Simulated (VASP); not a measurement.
Runs of VASP 6.6.1 on SiGe2. The structure is that of space group Fm-3m (No. 225), or close to it. The cells are those of the table. 

| task | cell | k mesh | cutoff (eV) | gap on the mesh (eV) | pressure (GPa) |
| --- | --- | --- | --- | --- | --- |
| single point | a = 4.350 Å, angles 60.0°, 3 atoms | 6 × 6 × 6 | 520 | none | 0.0 |
| single point | a = 4.116 Å, angles 60.0°, 3 atoms | 6 × 6 × 6 | 520 | none | (a) |
| single point | a = 4.341 Å, angles 60.0°, 3 atoms | 14 × 14 × 14 | 520 | none | -0.1 |
| relaxation of cell and atoms | relaxed from a = 4.116 Å, angles 60.0°, 3 atoms | 6 × 6 × 6 | 600 | none | 0.0 |

Alike in all rows: level r2SCAN; potentials or basis VASP PAW PBE potentials, release 64 (Si, Ge_d); no spin polarisation; smearing gaussian 0.1 eV.

Q: Estimate the missing entries.

A: (a) 14.8.

Caveats: the PAW data sets were made with another functional, which shifts forces and pressure a little; the cell stands under pressure (at least some runs).

A k mesh can miss the band edges, and the runs leave out spin-orbit coupling on Ge.

A gap of «none» marks levels without a gap at the run's occupations.
